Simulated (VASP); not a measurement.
Ba15O16 (a cell with a defect), 31 atoms in the cell. The cell holds a defect, 31 atoms: a = 9.654 Å, b = 9.654 Å, c = 9.654 Å, α = 109.47°, β = 109.47°, γ = 109.47°.  This cell differs from its parent crystal: atoms taken out, then relaxed in part.

* Program: VASP 6.6.1
* Task: single point
* Functional: PBE
* Potentials or basis: VASP PAW PBE potentials, release 64 (Ba_sv, O)
* Cutoff: 520 eV
* k mesh: 2 × 2 × 2, shifted
* Occupations: gaussian, width 0.01 eV
* Spin: no spin polarisation
* Dipole correction: no
* Further INCAR settings: LREAL = Auto; ALGO = Normal; EDIFF = 1e-06; NBANDS = 144

Potentials or basis: VASP PAW PBE potentials, release 64 (Ba_sv, O).

The run is started by

```bash
$ cat potpaw_PBE.64/Ba_sv/POTCAR potpaw_PBE.64/O/POTCAR > POTCAR
$ mpirun -np 1 vasp_std > vasp.out
```

Hardware: 1 thread of Intel(R) Xeon(R) Platinum 8559C (Emerald Rapids), on a shared host.

How long does it take, and how much memory?

Run time: 12 min on 1 thread of Intel(R) Xeon(R) Platinum 8559C (Emerald Rapids), with other jobs on the host, peak memory 0.79 GiB. Counts: scf iterations 27, k points 2.
